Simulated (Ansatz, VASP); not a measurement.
# Two plane-wave programs on CuO

INCAR

```
PREC = Accurate ; ENCUT = 600
EDIFF = 1E-6 ; ISMEAR = 0
SIGMA = 0.1 ; LREAL = F
LASPH = T ; NELM = 150
ALGO = Normal ; ISIF = 3
LWAVE = F ; LCHARG = F
ISPIN = 2 ; MAGMOM = 1 0
LORBIT = 11 ; LMAXMIX = 4
GGA = PE ; IBRION = 2
NSW = 90 ; EDIFFG = -0.04
```

KPOINTS

```
regular mesh
0
Gamma
  9 9 9
```

POSCAR

```
CuO
1.0
    1.4634099200      0.8449001100      2.4110990100
   -1.4634099200      0.8449001100      2.4110990100
    0.0000000000     -1.6898002300      2.4110990100
Cu O
1 1
Direct
    0.5000000000      0.5000000000      0.5000000000
    0.0000000000      0.0000000000      0.0000000000
```

Input for Ansatz:

```yaml
crystal:
  lattice:
    - [1.46340992, 0.84490011, 2.41109901]
    - [-1.46340992, 0.84490011, 2.41109901]
    - [0.0, -1.68980023, 2.41109901]
  atoms:
    - { symbol: Cu, position: [0.5, 0.5, 0.5], spin: 1.0 }
    - { symbol: O, position: [0.0, 0.0, 0.0] }
basis:
  ecutwfc: 420
kpoints:
  mp_grid: { grid: [9, 9, 9] }
hamiltonian:
  xc: pbe
scf:
  occupations: { method: gaussian, width: 0.1 }
  lower_state_search: "off"
output:
  forces: true
  stress: true
  eigenvalues: true
  populations: true
magnetization:
  spin_polarized: true
relax:
  adjacent_minimum: "off"
  f_tol: 0.04
  max_steps: 70
  cell: { stress_tol: 0.4 }
```

Alike in both runs: task relaxation of cell and atoms; functional PBE; k mesh 9 × 9 × 9; occupations gaussian, width 0.1 eV; collinear spin.

```csv
,VASP,Ansatz
version,VASP 6.6.1,Ansatz 0.2.0
potentials or method,"VASP PAW PBE potentials, release 64 (Cu, O), cutoff 600 eV","scalar-relativistic, plane waves, PAW"
valence electrons in the cell,17,25
```

```tsv
	VASP	Ansatz	Ansatz less VASP
gap on the k mesh at the Fermi level, each at its own relaxed structure (eV)	none	none	-
net moment per atom (μB)	0.00	0.00	0.000
relaxed volume (Å³/atom)	9.56	9.55	-0.014
relaxed length of the cell vector where the two differ most in proportion (Å)	3.009	3.001	-0.0088
```

A gap of «none» marks a metal or a gap that the smearing closes. VASP's potentials hold 17 valence electrons a cell and Ansatz's 25, so a difference there can come from the potentials and not from the codes. Ansatz's warnings: seeded moment not kept.
